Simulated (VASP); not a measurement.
# Nb (Im-3m) in VASP: further runs

The runs below take Nb through single point, with r2SCAN.

Everything below comes from runs of VASP 6.6.1. Logs are shortened: lines on timing, memory, paths and dates and some standing lists are left out, and cuts for length are marked.

## (1) The cell of the first run

It takes space group Im-3m (No. 229, cubic). The conventional cell has a = 3.237 Å, b = 3.237 Å, c = 3.237 Å, α = 90.00°, β = 90.00°, γ = 90.00°. Nb (site symmetry m-3m) has 14 Nb at 2.80 to 3.24 Å within 3.7 Å.

## (2) Single point, r2SCAN (volume scaled by 0.94)

POSCAR reads:

```
Nb
1.0
   -1.6185523499      1.6185523499      1.6185523499
    1.6185523499     -1.6185523499      1.6185523499
    1.6185523499      1.6185523499     -1.6185523499
Nb
1
Direct
    0.0000000000      0.0000000000      0.0000000000
```

INCAR.step1 reads:

```
ALGO     = Normal         # electronic algorithm
EDIFF    = 1E-4           # SCF threshold, eV
ENCUT    = 520            # plane-wave cutoff, eV
GGA      = PE             # functional
ISMEAR   = 0              # smearing method
LASPH    = T              # aspherical terms in the spheres
LCHARG   = F              # write CHGCAR
LREAL    = F              # projectors in reciprocal space
LWAVE    = T              # write WAVECAR
NBANDS   = 12             # bands
NELM     = 60             # most SCF steps
PREC     = Accurate       # precision mode
SIGMA    = 0.1            # smearing width, eV
```

INCAR.step2 reads:

```
ALGO     = Normal         # electronic algorithm
EDIFF    = 1E-6           # SCF threshold, eV
ENCUT    = 520            # plane-wave cutoff, eV
ISIF     = 2              # what is computed and relaxed
ISMEAR   = 0              # smearing method
ISTART   = 1            
LASPH    = T              # aspherical terms in the spheres
LCHARG   = T              # write CHGCAR
LELF     = T              # ELF
LMIXTAU  = T            
LREAL    = F              # projectors in reciprocal space
LVHAR    = T            
LWAVE    = F              # write WAVECAR
METAGGA  = R2SCAN         # meta-GGA
NBANDS   = 12             # bands
NELM     = 60             # most SCF steps
PREC     = Accurate       # precision mode
SIGMA    = 0.1            # smearing width, eV
```

KPOINTS reads:

```
k-points
0
Gamma
  18 18 18
```

Potentials or basis: VASP PAW PBE potentials, release 64 (Nb_sv).

On the command line:

```bash
$ cat potpaw_PBE.64/Nb_sv/POTCAR > POTCAR
$ cp INCAR.step1 INCAR
$ mpirun -np 1 vasp_std > vasp.out
$ cp INCAR.step2 INCAR
$ mpirun -np 1 vasp_std > vasp.out
```

OUTCAR:

```text
EDIFF = 1E-6
   ENCUT = 520
   ISIF = 2
   ISMEAR = 0
   ISTART = 1
   LASPH = T
   LREAL = F
   METAGGA = R2SCAN
   NELM = 60
   PREC = Accurate

 ion  position               nearest neighbor table
   1  0.000  0.000  0.000-

  LATTYP: Found a body centered cubic cell.
 ALAT       =     3.2371046998

  Lattice vectors:

 A1 = (  -1.6185523499,   1.6185523499,   1.6185523499)
 A2 = (   1.6185523499,  -1.6185523499,   1.6185523499)
 A3 = (   1.6185523499,   1.6185523499,  -1.6185523499)

Analysis of symmetry for initial positions (statically):
=====================================================================
 Subroutine PRICEL returns:
 Original cell was already a primitive cell.

 Routine SETGRP: Setting up the symmetry group for a
 body centered cubic supercell.

 Subroutine GETGRP returns: Found 48 space group operations
 (whereof 48 operations were pure point group operations)
 out of a pool of 48 trial point group operations.

The static configuration has the point symmetry O_h .

Analysis of symmetry for dynamics (positions and initial velocities):
=====================================================================
 Subroutine PRICEL returns:
 Original cell was already a primitive cell.

 Routine SETGRP: Setting up the symmetry group for a
 body centered cubic supercell.

 Subroutine GETGRP returns: Found 48 space group operations
 (whereof 48 operations were pure point group operations)
 out of a pool of 48 trial point group operations.

The dynamic configuration has the point symmetry O_h .

 Subroutine INISYM returns: Found 48 space group operations
 (whereof 48 operations are pure point group operations),
 and found     1 'primitive' translations

----------------------------------------------------------------------------------------

                                     Primitive cell

  volume of cell :      16.9606

  direct lattice vectors                    reciprocal lattice vectors
    -1.618552350  1.618552350  1.618552350     0.000000000  0.308918028  0.308918028
     1.618552350 -1.618552350  1.618552350     0.308918028  0.000000000  0.308918028
     1.618552350  1.618552350 -1.618552350     0.308918028  0.308918028  0.000000000

  length of vectors
     2.803414905  2.803414905  2.803414905     0.436876065  0.436876065  0.436876065

  position of ions in fractional coordinates (direct lattice)
     0.000000000  0.000000000  0.000000000

  ion indices of the primitive-cell ions
   primitive index   ion index
                 1           1

----------------------------------------------------------------------------------------

 KPOINTS: k-points

Automatic generation of k-mesh.
 Grid dimensions read from file:
 generate k-points for:   18   18   18

 Generating k-lattice:

  Cartesian coordinates                     Fractional coordinates (reciprocal lattice)
     0.000000000  0.017162113  0.017162113     0.055555556  0.000000000  0.000000000
     0.017162113  0.000000000  0.017162113     0.000000000  0.055555556  0.000000000
     0.017162113  0.017162113  0.000000000     0.000000000  0.000000000  0.055555556

  Length of vectors
     0.024270892  0.024270892  0.024270892

  Shift w.r.t. Gamma in fractional coordinates (k-lattice)
     0.000000000  0.000000000  0.000000000

 Subroutine IBZKPT returns following result:
 ===========================================

 Found    195 irreducible k-points:

 Following reciprocal coordinates:
            Coordinates               Weight
  0.000000  0.000000  0.000000      1.000000
  0.055556  0.000000  0.000000     12.000000
  0.111111  0.000000  0.000000     12.000000
  0.166667  0.000000  0.000000     12.000000
  0.222222  0.000000  0.000000     12.000000
  0.277778  0.000000  0.000000     12.000000
[... 16 lines left out ...]
  0.333333  0.111111  0.000000     48.000000
  0.388889  0.111111  0.000000     48.000000
 [... further k-points ...]
   k-points           NKPTS =    195   k-points in BZ     NKDIM =    195   number of bands    NBANDS=     12
   number of dos      NEDOS =    301   number of ions     NIONS =      1
   total plane-waves  NPLWV =  13824
   dimension x,y,z NGX =    24 NGY =   24 NGZ =   24
   dimension x,y,z NGXF=    48 NGYF=   48 NGZF=   48
   ions per type =               1
   NGX,Y,Z   is equivalent  to a cutoff of  14.23, 14.23, 14.23 a.u.
   NGXF,Y,Z  is equivalent  to a cutoff of  28.46, 28.46, 28.46 a.u.
 SYSTEM =  unknown system
   PREC   = accura    normal or accurate (medium, high low for compatibility)
   ISTART =      1    job   : 0-new  1-cont  2-samecut
   ICHARG =      0    charge: 1-file 2-atom 10-const
   ISPIN  =      1    spin polarized calculation?
   LNONCOLLINEAR =      F non collinear calculations
   LSORBIT =      F    spin-orbit coupling
   LASPH  =      T    aspherical Exc in radial PAW
   ENCUT  =  520.0 eV  38.22 Ry    6.18 a.u.   5.21  5.21  5.21*2*pi/ulx,y,z
   NELM   =     60;   NELMIN=  2; NELMDL=  0     # of ELM steps
   EDIFF  = 0.1E-05   stopping-criterion for ELM
   LREAL  =      F    real-space projection
   EDIFFG = 0.1E-04   stopping-criterion for IOM
   NSW    =      0    number of steps for IOM
   IBRION =     -1    ionic relax: 0-MD 1-quasi-New 2-CG
   NFREE  =      0    steps in history (QN), initial steepest desc. (CG)
   ISIF   =      2    stress and relaxation
   ISYM   =      2    0-nonsym 1-usesym 2-fastsym
   POTIM  = 0.5000    time-step for ionic-motion
   TEBEG  =    0.0;   TEEND  =   0.0 temperature during run
   PSTRESS=    0.0 pullay stress
   NELECT =      13.0000    total number of electrons
   NUPDOWN=      -1.0000    fix difference up-down
   EMIN   =  10.00;   EMAX   =-10.00  energy-range for DOS
   EFERMI =   0.00;   METHOD = LEGACY
   ISMEAR =     0;   SIGMA  =   0.10  broadening in eV -4-tet -1-fermi 0-gaus
   EFERMI_NEDOS =   21; number of points for ismear=-14 and -15
   IALGO  =     38    algorithm
   IMIX   =      4    mixing-type and parameters
     AMIX     =   0.40;   BMIX     =  1.00
     AMIX_MAG =   1.60;   BMIX_MAG =  1.00
  volume/ion in A,a.u.               =      16.96       114.46
  Fermi-wavevector in a.u.,A,eV,Ry     =   1.498221  2.831227 30.540535  2.244666
  Thomas-Fermi vector in A             =   2.610008
   LORBIT       =      0    0 simple, 1 ext, 2 COOP (PROOUT), +10 PAW based schemes
   METAGGA = R2SCAN    functional components
   LHFCALC =     F    Hartree Fock is set to
   AEXX    =    0.0000 exact exchange contribution
   IVDW    =     0    specifies the selected vdW correction
   LEPSILON=     F    determine dielectric tensor
   LRPA    =     F    only Hartree local field effects (RPA)
 non-spin polarized calculation
 Gauss-broadening in eV      SIGMA  =   0.10
  energy-cutoff  :      520.00
  volume of cell :       16.96
 maximum number of plane-waves:       470
 NGX is ok and might be reduce to    24
   NGX = 11   NGY = 11   NGZ = 11

 number of electron      13.0000000 magnetization

 Free energy of the ion-electron system (eV)
  ---------------------------------------------------
  ext. energy  EPLUGINS =         0.00000000
  ---------------------------------------------------
  free energy    TOTEN  =       -24.80901062 eV

  energy without entropy =      -24.80187257  energy(sigma->0) =      -24.80544159

 E-fermi :  11.9927     XC(G=0): -13.9803

 val. band max:       11.9834412552   @ k =  -0.2222   0.3333   0.1111
 cond. band min:      12.0047749790   @ k =   0.2778   0.1111   0.0556
 fundamental gap:      0.0213337238
 Fermi energy:        11.9927066818

 k-point     1 :       0.0000    0.0000    0.0000
  band No.  band energies     occupation
      1     -44.0863      2.00000
      2     -18.4754      2.00000
      3     -18.4754      2.00000
      4     -18.4754      2.00000
      5       5.6267      2.00000
      6      12.4203      0.00000
      7      12.4203      0.00000
      8      12.4203      0.00000
      9      15.7478      0.00000
     10      15.7478      0.00000
     11      27.0407      0.00000
     12      27.0407      0.00000

 k-point     2 :       0.0556    0.0000    0.0000
  band No.  band energies     occupation
      1     -44.0763      2.00000
      2     -18.5328      2.00000
      3     -18.4924      2.00000
      4     -18.4760      2.00000
      5       5.7712      2.00000
      6      12.3276      0.00000
      7      12.3972      0.00000
      8      12.5578      0.00000
      9      15.5978      0.00000
     10      15.7457      0.00000
     11      27.1647      0.00000
     12      27.2906      0.00000

 k-point     3 :       0.1111    0.0000    0.0000
  band No.  band energies     occupation
      1     -44.0475      2.00000
      2     -18.6960      2.00000
      3     -18.5408      2.00000
      4     -18.4777      2.00000
      5       6.1829      2.00000
      6      12.0723      0.26009
      7      12.3019      0.00001
      8      12.9649      0.00000
      9      15.2815      0.00000
     10      15.7477      0.00000
     11      27.4754      0.00000
     12      28.0153      0.00000
[... 286 lines left out ...]
 k-point    23 :       0.3333    0.1111    0.0000
  band No.  band energies     occupation
      1     -43.7737      2.00000
      2     -19.9884      2.00000
      3     -19.0093      2.00000
      4     -18.5670      2.00000
      5       8.4002      2.00000
      6      10.3854      2.00000
      7      12.6524      0.00000
      8      15.4713      0.00000
      9      16.6537      0.00000
     10      18.6353      0.00000
     11      25.6540      0.00000
     12      26.8164      0.00000

 k-point    24 :       0.3889    0.1111    0.0000
  band No.  band energies     occupation
      1     -43.7451      2.00000
      2     -20.1077      2.00000
      3     -19.0653      2.00000
      4     -18.5700      2.00000
      5       8.2726      2.00000
      6      10.2477      2.00000
      7      13.2979      0.00000
      8      15.6191      0.00000
      9      16.8687      0.00000
     10      19.5598      0.00000
     11      25.1413      0.00000
     12      25.8209      0.00000

 [... further k-points ...]

------------------------ aborting loop because EDIFF is reached ----------------------------------------

  FORCE on cell =-STRESS in cart. coord.  units (eV):
  Direction    XX          YY          ZZ          XY          YZ          ZX
  --------------------------------------------------------------------------------------
  -------------------------------------------------------------------------------------
  Total        1.2406431      1.2406431      1.2406431     -0.0000000      0.0000000      0.0000000
  in kB      117.1971870    117.1971870    117.1971870     -0.0000000      0.0000000      0.0000000
  external PRESSURE =     117.1971870 kB  Pullay stress =       0.0000000 kB

 VOLUME and BASIS-vectors are now :
 -----------------------------------------------------------------------------
  energy-cutoff  :      520.00
  volume of cell :       16.96
      direct lattice vectors                 reciprocal lattice vectors
    -1.618552350  1.618552350  1.618552350     0.000000000  0.308918028  0.308918028
     1.618552350 -1.618552350  1.618552350     0.308918028  0.000000000  0.308918028
     1.618552350  1.618552350 -1.618552350     0.308918028  0.308918028  0.000000000

 POSITION                                       TOTAL-FORCE (eV/Angst)
 -----------------------------------------------------------------------------------
      0.00000      0.00000      0.00000        -0.000000      0.000000     -0.000000
 -----------------------------------------------------------------------------------
    total drift:                                0.000000      0.000000      0.000000

  FREE ENERGIE OF THE ION-ELECTRON SYSTEM (eV)
  ---------------------------------------------------
  free  energy   TOTEN  =       -24.8090106168 eV

  energy  without entropy=      -24.8018725666  energy(sigma->0) =      -24.80544159
```

It took 53 s on 1 thread of Intel Xeon 6975P-C (Granite Rapids), shared host; peak memory 0.17 GiB.

Results:

```
Free energy : -24.8090 eV
Pressure    : 11.7 GPa
```

Caveat: the cell differs from its parent crystal (volume scaled by 0.94); the PAW data sets were made with another functional, which shifts forces and pressure a little.

## (3) Single point, r2SCAN (volume scaled by 0.97)

POSCAR reads:

```
Nb
1.0
   -1.6355909952      1.6355909952      1.6355909952
    1.6355909952     -1.6355909952      1.6355909952
    1.6355909952      1.6355909952     -1.6355909952
Nb
1
Direct
    0.0000000000      0.0000000000      0.0000000000
```

INCAR.step1 reads:

```
ALGO = Normal ; EDIFF = 1E-4
ENCUT = 520 ; GGA = PE
ISMEAR = 0 ; LASPH = T
LCHARG = F ; LREAL = F
LWAVE = T ; NBANDS = 12
NELM = 80 ; PREC = Accurate
SIGMA = 0.1
```

INCAR.step2 reads:

```
ALGO = Normal ; EDIFF = 1E-6
ENCUT = 520 ; ISIF = 2
ISMEAR = 0 ; ISTART = 1
LASPH = T ; LCHARG = F
LMIXTAU = T ; LREAL = F
LWAVE = F ; METAGGA = R2SCAN
NBANDS = 12 ; NELM = 80
PREC = Accurate ; SIGMA = 0.1
```

KPOINTS is that of step 2.

Potentials or basis: VASP PAW PBE potentials, release 64 (Nb_sv).

On the command line:

```bash
$ cat potpaw_PBE.64/Nb_sv/POTCAR > POTCAR
$ cp INCAR.step1 INCAR
$ mpirun -np 1 vasp_std > vasp.out
$ cp INCAR.step2 INCAR
$ mpirun -np 1 vasp_std > vasp.out
```

Run time: 46 s. Hardware: 1 thread of Intel Xeon 6975P-C (Granite Rapids), shared host; peak memory 0.17 GiB.

Results (log left out):

```
Free energy : -24.8379 eV
Pressure    : 5.4 GPa
```

Levels at points of the mesh, in eV from the Fermi level:
```csv
k point,band 3,band 4,band 5,band 6,band 7,band 8,band 9,band 10
"(0.00, 0.00, 0.00)",-30.57,-30.57,-6.31,0.45,0.45,0.45,3.67,3.67
"(0.50, 0.00, 0.00)",-31.06,-30.59,-4.01,-1.78,2.43,3.71,4.46,6.92
"(0.50, 0.50, 0.50)",-31.64,-31.64,-4.05,-4.05,6.08,6.08,6.08,9.81
```

Caveat: the cell differs from its parent crystal (volume scaled by 0.97); the PAW data sets were made with another functional, which shifts forces and pressure a little.

## (4) Single point, r2SCAN

This run uses another cell than the first one, of 18.04 Å³/atom, 1.064 times its volume.

POSCAR reads:

```
Nb
1.0
   -1.6522818520      1.6522818520      1.6522818520
    1.6522818520     -1.6522818520      1.6522818520
    1.6522818520      1.6522818520     -1.6522818520
Nb
1
Direct
    0.0000000000      0.0000000000      0.0000000000
```

INCAR.step1 reads:

```
SYSTEM = Nb
  ALGO = Normal
  EDIFF = 1E-4
  ENCUT = 520
  GGA = PE
  ISMEAR = 0
  LASPH = .TRUE.
  LCHARG = .FALSE.
  LREAL = .FALSE.
  LWAVE = .TRUE.
  NBANDS = 12
  NELM = 80
  PREC = Accurate
  SIGMA = 0.1
```

INCAR.step2 reads:

```
SYSTEM = Nb
  ALGO = Normal
  EDIFF = 1E-6
  ENCUT = 520
  ISIF = 2
  ISMEAR = 0
  ISTART = 1
  LASPH = .TRUE.
  LCHARG = .FALSE.
  LMIXTAU = .TRUE.
  LREAL = .FALSE.
  LWAVE = .FALSE.
  METAGGA = R2SCAN
  NBANDS = 12
  NELM = 80
  PREC = Accurate
  SIGMA = 0.1
```

KPOINTS reads:

```
k-points
0
G
  18 18 18
  0 0 0
```

On the command line:

```bash
$ cat potpaw_PBE.64/Nb_sv/POTCAR > POTCAR
$ cp INCAR.step1 INCAR
$ mpirun -np 1 vasp_std > vasp.out
$ cp INCAR.step2 INCAR
$ mpirun -np 1 vasp_std > vasp.out
```

Wall time 46 s (1 thread of Intel Xeon 6975P-C (Granite Rapids), shared host); peak memory 0.16 GiB.

The run converged. Its results:

* Free energy: -24.8466 eV
* Pressure: -0.2 GPa

Levels at points of the mesh, in eV from the Fermi level:
```csv
k point,band 3,band 4,band 5,band 6,band 7,band 8,band 9,band 10
"(0.00, 0.00, 0.00)",-30.68,-30.68,-6.26,0.47,0.47,0.47,3.58,3.58
"(0.50, 0.00, 0.00)",-31.13,-30.70,-3.88,-1.68,2.27,3.60,4.32,6.66
"(0.50, 0.50, 0.50)",-31.66,-31.66,-3.86,-3.86,5.87,5.87,5.87,9.53
```

Caveat: the PAW data sets were made with another functional, which shifts forces and pressure a little.

## (5) Summary

```tsv
cell	gap on the mesh (eV)	pressure (GPa)
a = 2.803 Å, angles 109.5°, 1 atom	none	11.7
a = 2.833 Å, angles 109.5°, 1 atom	none	5.4
a = 2.862 Å, angles 109.5°, 1 atom	none	-0.2
```

Alike in all rows: task single point; level r2SCAN; potentials or basis VASP PAW PBE potentials, release 64 (Nb_sv); no spin polarisation; k mesh 18 × 18 × 18; cutoff (eV) 520; smearing gaussian 0.1 eV.

Caveats: the PAW data sets were made with another functional, which shifts forces and pressure a little.

Absolute energies hang on the potentials; compare differences alone.
